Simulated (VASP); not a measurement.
Set up this calculation in VASP 6.6.1, as the native input.

| Item | Value |
| --- | --- |
| Task | single point |
| Functional | PBE |
| Potentials or basis | VASP PAW PBE potentials, release 64 (Cs_sv, I) |
| Cutoff | 500 eV |
| k mesh | 6 × 6 × 6 |
| Occupations | gaussian, width 0.02 eV |
| Spin | no spin polarisation |
| Dipole correction | no |
| Further INCAR settings | ALGO = Normal; EDIFF = 1e-06; NBANDS = 15 |

The structure of CsI lies in POSCAR:

```
CsI
1.0
    4.8166357506      0.0000000000      0.0000000000
    0.0000000000      4.8166357506      0.0000000000
    0.0000000000      0.0000000000      4.8166357506
Cs I
1 1
Direct
    0.0000000000      0.0000000000      0.0000000000
    0.5000000000      0.5000000000      0.5000000000
```

This cell differs from its parent crystal: volume scaled by 1.10.

These files were run (other wordings do the same):

INCAR

```
PREC = Accurate ; ENCUT = 500
EDIFF = 1E-6 ; ISMEAR = 0
SIGMA = 0.02 ; LREAL = F
LASPH = T ; NELM = 120
ALGO = Normal ; ISIF = 2
LWAVE = F ; LCHARG = F
GGA = PE ; NBANDS = 15
GGA_COMPAT = F
```

KPOINTS

```
regular mesh
0
Gamma
  6 6 6
```

Potentials or basis: VASP PAW PBE potentials, release 64 (Cs_sv, I).

Launch:

```console
$ cat potpaw_PBE.64/Cs_sv/POTCAR potpaw_PBE.64/I/POTCAR > POTCAR
$ mpirun -np 1 vasp_std > vasp.out
```

Results of the run:

| Property | Result |
| --- | --- |
| Pressure | -0.7 GPa |
| Band gap on the k mesh | 3.42 eV, indirect (least direct gap 3.52 eV) |

Caveat: spin-orbit coupling is left out, which moves the levels of the heavy elements.

Run time: 28 s on 1 thread of Intel Xeon 6975P-C, with other jobs on the host, peak memory 0.22 GiB.
